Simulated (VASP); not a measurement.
Si, 1 atom in the cell. Symmetry: I4/mmm, No. 139, tetragonal system. Conventional cell: a = 3.259 Å, b = 3.259 Å, c = 2.586 Å, α = 90.00°, β = 90.00°, γ = 90.00°. Within 3.4 Å of Si (site symmetry 4/mmm) lie 14 Si at 2.59 to 3.26 Å. 

```yaml
Program: VASP 6.6.1
Task: single point
Functional: r2SCAN
Dispersion: D4
Potentials_or_basis: VASP PAW PBE potentials, release 64 (Si)
Cutoff: 520 eV
k_mesh: 16 × 16 × 16
Occupations: fermi-dirac, width 0.05 eV
Spin: no spin polarisation
Dipole_correction: no
Further_INCAR_settings: ALGO = Normal; EDIFF = 1e-06; NBANDS = 8
```

Potentials or basis: VASP PAW PBE potentials, release 64 (Si).

The run is started by

```console
$ cat potpaw_PBE.64/Si/POTCAR > POTCAR
$ cp INCAR.step1 INCAR
$ mpirun -np 1 vasp_std > vasp.out
$ cp INCAR.step2 INCAR
$ mpirun -np 1 vasp_std > vasp.out
```

Hardware: 1 thread of Intel(R) Xeon(R) 6975P-C (Granite Rapids), on a shared host.

**Question.** How long does it take, and how much memory?

**Answer.** It took 49 s on 1 thread of Intel(R) Xeon(R) 6975P-C (Granite Rapids) (shared host), peak memory 0.14 GiB. Counts: k points 349.
